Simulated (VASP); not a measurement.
Here is a VASP 6.6.1 calculation.

File INCAR:

```
PREC = Accurate
ENCUT = 600
EDIFF = 1E-6
ISMEAR = -1
SIGMA = 0.02
LREAL = False
LASPH = True
NELM = 100
ALGO = Normal
ISIF = 8
LWAVE = False
LCHARG = False
GGA = PE
IBRION = 2
NSW = 80
EDIFFG = -0.02
```

Contents of KPOINTS:

```
Automatic mesh
0
Gamma
  10 10 10
```

Contents of POSCAR:

```
InSb3
1.0
    4.8063700000      0.0000000000      0.0000000000
    0.0000000000      4.8063700000      0.0000000000
    0.0000000000      0.0000000000      4.8063700000
In Sb
1 3
Direct
    0.0000000000      0.0000000000      0.0000000000
    0.5000000000      0.0000000000      0.5000000000
    0.0000000000      0.5000000000      0.5000000000
    0.5000000000      0.5000000000      0.0000000000
```

Potentials or basis: VASP PAW PBE potentials, release 64 (In_d, Sb).

Run with:

```sh
$ cat potpaw_PBE.64/In_d/POTCAR potpaw_PBE.64/Sb/POTCAR > POTCAR
$ mpirun -np 1 vasp_std > vasp.out
```

(1) What does it give for the band gap on the k mesh?

(2) Estimate the space group after relaxing (to 0.05 Å).

(3) Estimate the relaxed cell.

## Answers

(1) zero (band 14 reaches 11.24 eV, above the bottom of band 15 at 6.68 eV).

(2) Pm-3m (No. 221).

(3) a = 4.814 Å, b = 4.814 Å, c = 4.814 Å, α = 90.00°, β = 90.00°, γ = 90.00°.

Caveat: spin-orbit coupling is left out, which moves the levels of the heavy elements.
